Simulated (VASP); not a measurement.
Set up this calculation in VASP 6.6.1, as the native input.

- Task: relaxation of cell and atoms
- Functional: r2SCAN
- Potentials or basis: VASP PAW PBE potentials, release 64 (C)
- Cutoff: 600 eV
- k mesh: 11 × 11 × 15
- Occupations: fermi-dirac, width 0.1 eV
- Spin: no spin polarisation
- Dipole correction: no
- Further INCAR settings: ALGO = Normal; EDIFF = 1e-06; IBRION = 2; EDIFFG = -0.01; NSW = 80; ISIF = 3

Crystal: C.

```
C
1.0
     3.34383    0.00000    0.00000
    -1.67191    2.89584    0.00000
     0.00000    0.00000    2.04977
C
3
Cartesian
  0.0000 0.0000 0.0000
  0.0000 1.9306 1.0249
  1.6719 0.9653 1.0249
```

The input as run:

POSCAR

```
C
1.0
    3.3438265309      0.0000000000      0.0000000000
   -1.6719132655      2.8958387216      0.0000000000
    0.0000000000      0.0000000000      2.0497656634
C
3
Direct
    0.0000000000      0.0000000000      0.0000000000
    0.3333333333      0.6666666667      0.5000000000
    0.6666666667      0.3333333333      0.5000000000
```

INCAR.step1

```
PREC = Accurate
ENCUT = 600
ISMEAR = -1
SIGMA = 0.1
LREAL = False
LASPH = True
NELM = 100
GGA = PE
ALGO = Normal
EDIFF = 1E-4
LWAVE = True
LCHARG = False
```

INCAR.step2

```
PREC = Accurate
ENCUT = 600
EDIFF = 1E-6
ISMEAR = -1
SIGMA = 0.1
LREAL = False
LASPH = True
NELM = 100
ALGO = Normal
ISIF = 3
LWAVE = False
LCHARG = False
METAGGA = R2SCAN
LMIXTAU = True
IBRION = 2
NSW = 80
EDIFFG = -0.01
ISTART = 1
```

KPOINTS

```
Automatic mesh
0
Gamma
  11 11 15
```

Potentials or basis: VASP PAW PBE potentials, release 64 (C).

Command:

```bash
$ cat potpaw_PBE.64/C/POTCAR > POTCAR
$ cp INCAR.step1 INCAR
$ mpirun -np 1 vasp_std > vasp.out
$ cp INCAR.step2 INCAR
$ mpirun -np 1 vasp_std > vasp.out
```

Results of the run:

```yaml
Relaxed_volume: 9.12 Å³/atom
Relaxed_cell: a = 4.979 Å, b = 4.979 Å, c = 1.274 Å, α = 90.00°, β = 90.00°, γ = 120.00°
Space_group_after_relaxing_to_0.1_Å: P6/mmm (No. 191)
Energy_gained_by_relaxing: 3146.5 meV/atom
Ionic_steps: 22
Pressure_after_relaxing: 0.0 GPa
Band_gap_on_the_k_mesh: zero (bands 6 and 7 overlap by 17.08 eV)
```

Caveat: the volume moved by over 15 % at a fixed basis, so the end points are rough; the PAW data sets were made with another functional, which shifts forces and pressure a little.

It took 21 min on 1 thread of AMD EPYC 7R13 Processor (Zen 3), with other jobs on the host, peak memory 0.13 GiB.
